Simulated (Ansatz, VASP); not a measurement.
## SnTe: VASP beside Ansatz

```
Sn Te
1.0
     0.00000    3.18933    3.18933
     3.18933    0.00000    3.18933
     3.18933    3.18933    0.00000
Sn Te
1 1
Direct
  0.00000 0.00000 0.00000
  0.50000 0.50000 0.50000
```

Alike in both runs: task single point; functional PBEsol; k mesh 6 × 6 × 6; no spin polarisation.

```csv
,VASP,Ansatz
version,VASP 6.6.1,Ansatz 0.2.0
potentials or method,"VASP PAW PBE potentials, release 64 (Sn_d, Te)",plane waves
plane-wave cutoff (eV),500,420
occupations,"methfessel-paxton of order 1, width 0.2 eV","cold, width 0.2 eV"
valence electrons in the cell,20,30
```

```tsv
	VASP	Ansatz	Ansatz less VASP
pressure (GPa)	-1.9	-1.8	+0.02
```

VASP's potentials were made for PBE, not for PBEsol. VASP's potentials hold 20 valence electrons a cell and Ansatz's 30, so a difference there can come from the potentials and not from the codes.

Neither program's run includes spin-orbit coupling.
